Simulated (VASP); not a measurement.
Write the native input for VASP 6.6.1 that does the following.

| Item | Value |
| --- | --- |
| Task | electric field gradients |
| Functional | PBE |
| Potentials or basis | VASP PAW PBE potentials, release 64 (Ga_d, B) |
| Cutoff | 520 eV |
| k mesh | 10 × 10 × 8 |
| Occupations | fermi-dirac, width 0.05 eV |
| Spin | no spin polarisation |
| Dipole correction | no |
| Further INCAR settings | ALGO = Normal; EDIFF = 1e-08; NBANDS = 15 |

The structure of GaB lies in POSCAR:

```
GaB
1.0
    2.7182400000      0.0000000000      0.0000000000
    0.0000000000      2.7182400000      0.0000000000
    0.0000000000      0.0000000000      3.2362100000
Ga B
1 1
Direct
    0.5000000000      0.5000000000      0.5000000000
    0.0000000000      0.0000000000      0.0000000000
```

One way to write it, as run:

INCAR

```
SYSTEM = GaB
PREC = Accurate
ENCUT = 520
EDIFF = 1E-8
ISMEAR = -1
SIGMA = 0.05
LREAL = .FALSE.
LASPH = .TRUE.
NELM = 60
ALGO = Normal
ISIF = 2
LWAVE = .FALSE.
LCHARG = .FALSE.
GGA = PE
LEFG = .TRUE.
NBANDS = 15
```

KPOINTS

```
regular mesh
0
G
  10 10 8
  0 0 0
```

Potentials or basis: VASP PAW PBE potentials, release 64 (Ga_d, B).

Command:

```console
$ cat potpaw_PBE.64/Ga_d/POTCAR potpaw_PBE.64/B/POTCAR > POTCAR
$ mpirun -np 1 vasp_std > vasp.out
```

Results of the run:

The pressure is 0.1 GPa and the band gap on the k mesh is zero (band 8 reaches 11.22 eV, above the bottom of band 9 at 2.67 eV).

Caveat: without QUAD_EFG the Cq values of the log hold for a quadrupole moment of 1 mb, not for the nuclei.

Wall time 71 s on 1 thread of AMD EPYC 7R13 (shared host), peak memory 0.13 GiB.
